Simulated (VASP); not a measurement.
# TiO2 (fluorite type) (Fm-3m) in VASP: notebook

The runs below take TiO2 (fluorite type) through single point, with PBE.

Program: VASP 6.6.1. These are calculated values, not measurements. Logs are shortened: lines on timing, memory, paths and dates and some standing lists are left out, and cuts for length are marked.

### Step 1. The cell of the first run

The structure is cubic, space group Fm-3m (No. 225). The conventional cell has a = 4.119 Å, b = 4.119 Å, c = 4.119 Å, α = 90.00°, β = 90.00°, γ = 90.00°. Ti (site symmetry m-3m) has 8 O at 1.78 Å within 2.4 Å. Within 2.4 Å of O (site symmetry -43m) lie 4 Ti at 1.78 Å and 6 O at 2.06 Å.

### Step 2. Single point, PBE (volume scaled by 0.62)

File INCAR:

```
  ALGO = Normal
  EDIFF = 1E-6
  ENCUT = 520
  GGA = PE
  ISIF = 2
  ISMEAR = -1
  LASPH = True
  LCHARG = False
  LREAL = False
  LWAVE = False
  NBANDS = 19
  NELM = 60
  PREC = Accurate
  SIGMA = 0.1
```

File KPOINTS:

```
k-points
0
Gamma
  12 12 12
```

File POSCAR:

```
TiO2
1.0
    0.0000000000      2.0592701908      2.0592701908
    2.0592701908      0.0000000000      2.0592701908
    2.0592701908      2.0592701908      0.0000000000
Ti O
1 2
Direct
    0.0000000000      0.0000000000      0.0000000000
    0.2500000000      0.2500000000      0.2500000000
    0.7500000000      0.7500000000      0.7500000000
```

Potentials or basis: VASP PAW PBE potentials, release 64 (Ti_sv, O).

Command:

```sh
$ cat potpaw_PBE.64/Ti_sv/POTCAR potpaw_PBE.64/O/POTCAR > POTCAR
$ mpirun -np 1 vasp_std > vasp.out
```

OUTCAR:

```text
EDIFF = 1E-6
   ENCUT = 520
   GGA = PE
   ISIF = 2
   ISMEAR = -1
   LASPH = True
   LREAL = False
   NELM = 60
   PREC = Accurate

 ion  position               nearest neighbor table
   1  0.000  0.000  0.000-   2 1.78   3 1.78   3 1.78   3 1.78   3 1.78   2 1.78   2 1.78   2 1.78

   2  0.250  0.250  0.250-   1 1.78   1 1.78   1 1.78   1 1.78
   3  0.750  0.750  0.750-   1 1.78   1 1.78   1 1.78   1 1.78

  LATTYP: Found a face centered cubic cell.
 ALAT       =     4.1185403816

  Lattice vectors:

 A1 = (   0.0000000000,   2.0592701908,   2.0592701908)
 A2 = (   2.0592701908,   0.0000000000,   2.0592701908)
 A3 = (   2.0592701908,   2.0592701908,   0.0000000000)

Analysis of symmetry for initial positions (statically):
=====================================================================
 Subroutine PRICEL returns:
 Original cell was already a primitive cell.

 Routine SETGRP: Setting up the symmetry group for a
 face centered cubic supercell.

 Subroutine GETGRP returns: Found 48 space group operations
 (whereof 48 operations were pure point group operations)
 out of a pool of 48 trial point group operations.

The static configuration has the point symmetry O_h .

Analysis of symmetry for dynamics (positions and initial velocities):
=====================================================================
 Subroutine PRICEL returns:
 Original cell was already a primitive cell.

 Routine SETGRP: Setting up the symmetry group for a
 face centered cubic supercell.

 Subroutine GETGRP returns: Found 48 space group operations
 (whereof 48 operations were pure point group operations)
 out of a pool of 48 trial point group operations.

The dynamic configuration has the point symmetry O_h .

 Subroutine INISYM returns: Found 48 space group operations
 (whereof 48 operations are pure point group operations),
 and found     1 'primitive' translations

----------------------------------------------------------------------------------------

                                     Primitive cell

  volume of cell :      17.4651

  direct lattice vectors                    reciprocal lattice vectors
     0.000000000  2.059270191  2.059270191    -0.242804466  0.242804466  0.242804466
     2.059270191  0.000000000  2.059270191     0.242804466 -0.242804466  0.242804466
     2.059270191  2.059270191  0.000000000     0.242804466  0.242804466 -0.242804466

  length of vectors
     2.912247832  2.912247832  2.912247832     0.420549672  0.420549672  0.420549672

  position of ions in fractional coordinates (direct lattice)
     0.000000000  0.000000000  0.000000000
     0.250000000  0.250000000  0.250000000
     0.750000000  0.750000000  0.750000000

  ion indices of the primitive-cell ions
   primitive index   ion index
                 1           1
                 2           2
                 3           3

----------------------------------------------------------------------------------------

 KPOINTS: k-points

Automatic generation of k-mesh.
 Grid dimensions read from file:
 generate k-points for:   12   12   12

 Generating k-lattice:

  Cartesian coordinates                     Fractional coordinates (reciprocal lattice)
    -0.020233706  0.020233706  0.020233706     0.083333333  0.000000000  0.000000000
     0.020233706 -0.020233706  0.020233706     0.000000000  0.083333333  0.000000000
     0.020233706  0.020233706 -0.020233706     0.000000000  0.000000000  0.083333333

  Length of vectors
     0.035045806  0.035045806  0.035045806

  Shift w.r.t. Gamma in fractional coordinates (k-lattice)
     0.000000000  0.000000000  0.000000000

 Subroutine IBZKPT returns following result:
 ===========================================

 Found     72 irreducible k-points:

 Following reciprocal coordinates:
            Coordinates               Weight
  0.000000  0.000000  0.000000      1.000000
  0.083333  0.000000  0.000000      8.000000
  0.166667  0.000000  0.000000      8.000000
  0.250000  0.000000  0.000000      8.000000
  0.333333  0.000000  0.000000      8.000000
  0.416667  0.000000  0.000000      8.000000
[... 16 lines left out ...]
  0.500000  0.166667  0.000000     24.000000
 -0.416667  0.166667  0.000000     24.000000
 [... further k-points ...]
   k-points           NKPTS =     72   k-points in BZ     NKDIM =     72   number of bands    NBANDS=     19
   number of dos      NEDOS =    301   number of ions     NIONS =      3
   total plane-waves  NPLWV =  13824
   dimension x,y,z NGX =    24 NGY =   24 NGZ =   24
   dimension x,y,z NGXF=    48 NGYF=   48 NGZF=   48
   ions per type =               1   2
   NGX,Y,Z   is equivalent  to a cutoff of  13.70, 13.70, 13.70 a.u.
   NGXF,Y,Z  is equivalent  to a cutoff of  27.40, 27.40, 27.40 a.u.
 SYSTEM =  unknown system
   PREC   = accura    normal or accurate (medium, high low for compatibility)
   ISTART =      0    job   : 0-new  1-cont  2-samecut
   ICHARG =      2    charge: 1-file 2-atom 10-const
   ISPIN  =      1    spin polarized calculation?
   LNONCOLLINEAR =      F non collinear calculations
   LSORBIT =      F    spin-orbit coupling
   LASPH  =      T    aspherical Exc in radial PAW
   ENCUT  =  520.0 eV  38.22 Ry    6.18 a.u.   5.41  5.41  5.41*2*pi/ulx,y,z
   NELM   =     60;   NELMIN=  2; NELMDL= -5     # of ELM steps
   EDIFF  = 0.1E-05   stopping-criterion for ELM
   LREAL  =      F    real-space projection
   EDIFFG = 0.1E-04   stopping-criterion for IOM
   NSW    =      0    number of steps for IOM
   IBRION =     -1    ionic relax: 0-MD 1-quasi-New 2-CG
   NFREE  =      0    steps in history (QN), initial steepest desc. (CG)
   ISIF   =      2    stress and relaxation
   ISYM   =      2    0-nonsym 1-usesym 2-fastsym
   POTIM  = 0.5000    time-step for ionic-motion
   TEBEG  =    0.0;   TEEND  =   0.0 temperature during run
   PSTRESS=    0.0 pullay stress
   NELECT =      24.0000    total number of electrons
   NUPDOWN=      -1.0000    fix difference up-down
   EMIN   =  10.00;   EMAX   =-10.00  energy-range for DOS
   EFERMI =   0.00;   METHOD = LEGACY
   ISMEAR =    -1;   SIGMA  =   0.10  broadening in eV -4-tet -1-fermi 0-gaus
   EFERMI_NEDOS =   21; number of points for ismear=-14 and -15
   IALGO  =     38    algorithm
   IMIX   =      4    mixing-type and parameters
     AMIX     =   0.40;   BMIX     =  1.00
     AMIX_MAG =   1.60;   BMIX_MAG =  1.00
  volume/ion in A,a.u.               =       5.82        39.29
  Fermi-wavevector in a.u.,A,eV,Ry     =   1.820072  3.439437 45.071506  3.312662
  Thomas-Fermi vector in A             =   2.876724
   LORBIT       =      0    0 simple, 1 ext, 2 COOP (PROOUT), +10 PAW based schemes
   GGA     = PE    functional components
   LHFCALC =     F    Hartree Fock is set to
   AEXX    =    0.0000 exact exchange contribution
   IVDW    =     0    specifies the selected vdW correction
   LEPSILON=     F    determine dielectric tensor
   LRPA    =     F    only Hartree local field effects (RPA)
 non-spin polarized calculation
  energy-cutoff  :      520.00
  volume of cell :       17.47
 maximum number of plane-waves:       495
 NGX is ok and might be reduce to    24
   NGX = 11   NGY = 11   NGZ = 11

 number of electron      23.9999995 magnetization

 Free energy of the ion-electron system (eV)
  ---------------------------------------------------
  ext. energy  EPLUGINS =         0.00000000
  ---------------------------------------------------
  free energy    TOTEN  =       -18.77914239 eV

  energy without entropy =      -18.77910633  energy(sigma->0) =      -18.77912436

 E-fermi :  15.1127     XC(G=0): -14.9987

 val. band max:       14.4933379039   @ k =   0.5000   0.5000   0.0000
 cond. band min:      15.6644826362   @ k =   0.0000   0.0000   0.0000
 fundamental gap:      1.1711447323
 Fermi energy:        15.1126699672

 k-point     1 :       0.0000    0.0000    0.0000
  band No.  band energies     occupation
      1     -42.7239      2.00000
      2     -18.6463      2.00000
      3     -18.6463      2.00000
      4     -18.6463      2.00000
      5      -8.9415      2.00000
      6      -1.8692      2.00000
[... 11 lines left out ...]
     18      25.9226      0.00000
     19      32.3846      0.00000

 k-point     2 :       0.0833    0.0000    0.0000
  band No.  band energies     occupation
      1     -42.7091      2.00000
      2     -18.7862      2.00000
      3     -18.6599      2.00000
      4     -18.6598      2.00000
      5      -8.7157      2.00000
      6      -2.2290      2.00000
[... 11 lines left out ...]
     18      26.0911      0.00000
     19      32.7115      0.00000

 k-point     3 :       0.1667    0.0000    0.0000
  band No.  band energies     occupation
      1     -42.6683      2.00000
      2     -19.1449      2.00000
      3     -18.6964      2.00000
      4     -18.6964      2.00000
      5      -8.1287      2.00000
      6      -2.9714      2.00000
[... 11 lines left out ...]
     18      26.6468      0.00000
     19      33.6500      0.00000

 k-point     4 :       0.2500    0.0000    0.0000
  band No.  band energies     occupation
      1     -42.6119      2.00000
      2     -19.5919      2.00000
      3     -18.7458      2.00000
      4     -18.7458      2.00000
      5      -7.4235      2.00000
      6      -3.6156      2.00000
[... 11 lines left out ...]
     18      27.1085      0.00000
     19      34.6880      0.00000

 k-point     5 :       0.3333    0.0000    0.0000
  band No.  band energies     occupation
      1     -42.5548      2.00000
      2     -20.0005      2.00000
      3     -18.7945      2.00000
      4     -18.7945      2.00000
      5      -6.9219      2.00000
      6      -3.8562      2.00000
[... 11 lines left out ...]
     18      26.9844      0.00000
     19      36.0347      0.00000
[... 334 lines left out ...]
      2     -19.8020      2.00000
      3     -18.9329      2.00000
      4     -18.8866      2.00000
      5      -6.5290      2.00000
      6      -4.2731      2.00000
[... 11 lines left out ...]
     18      27.0783      0.00000
     19      35.7454      0.00000

 k-point    22 :       0.4167    0.1667    0.0000
  band No.  band energies     occupation
      1     -42.5084      2.00000
      2     -20.0706      2.00000
      3     -19.0454      2.00000
      4     -18.9180      2.00000
      5      -6.1583      2.00000
      6      -4.2821      2.00000
[... 11 lines left out ...]
     18      27.2138      0.00000
     19      36.8130      0.00000

 k-point    23 :       0.5000    0.1667    0.0000
  band No.  band energies     occupation
      1     -42.4787      2.00000
      2     -20.2202      2.00000
      3     -19.1461      2.00000
      4     -18.9206      2.00000
      5      -6.1093      2.00000
      6      -4.0358      2.00000
[... 11 lines left out ...]
     18      27.0033      0.00000
     19      37.6505      0.00000

 k-point    24 :      -0.4167    0.1667    0.0000
  band No.  band energies     occupation
      1     -42.4749      2.00000
      2     -20.2248      2.00000
      3     -19.2038      2.00000
      4     -18.8938      2.00000
      5      -6.1122      2.00000
      6      -3.9830      2.00000
[... 11 lines left out ...]
     18      26.9980      0.00000
     19      37.7097      0.00000

 [... further k-points ...]
[... 5 lines left out ...]
  --------------------------------------------------------------------------------------
  -------------------------------------------------------------------------------------
  Total       35.1922442     35.1922442     35.1922442      0.0000000      0.0000000      0.0000000
  in kB     3228.4015733   3228.4015733   3228.4015733      0.0000000      0.0000000      0.0000000
  external PRESSURE =    3228.4015733 kB  Pullay stress =       0.0000000 kB

 VOLUME and BASIS-vectors are now :
 -----------------------------------------------------------------------------
  energy-cutoff  :      520.00
  volume of cell :       17.47
      direct lattice vectors                 reciprocal lattice vectors
     0.000000000  2.059270191  2.059270191    -0.242804466  0.242804466  0.242804466
     2.059270191  0.000000000  2.059270191     0.242804466 -0.242804466  0.242804466
     2.059270191  2.059270191  0.000000000     0.242804466  0.242804466 -0.242804466

 POSITION                                       TOTAL-FORCE (eV/Angst)
 -----------------------------------------------------------------------------------
      0.00000      0.00000      0.00000         0.000000     -0.000000     -0.000000
      1.02964      1.02964      1.02964         0.000000      0.000000      0.000000
      3.08891      3.08891      3.08891        -0.000000     -0.000000     -0.000000
 -----------------------------------------------------------------------------------
    total drift:                               -0.000000      0.000000      0.000000

  FREE ENERGIE OF THE ION-ELECTRON SYSTEM (eV)
  ---------------------------------------------------
  free  energy   TOTEN  =       -18.7791423859 eV

  energy  without entropy=      -18.7791063328  energy(sigma->0) =      -18.77912436
```

Run time: 41 s. Hardware: 1 thread of AMD EPYC 7R43 (Zen 3), shared host; peak memory 0.12 GiB.

Results:

```
Free energy            : -18.7791 eV
Pressure               : 322.8 GPa
Band gap on the k mesh : 1.17 eV, indirect (least direct gap 2.52 eV)
```

[end of part 1 of 2]
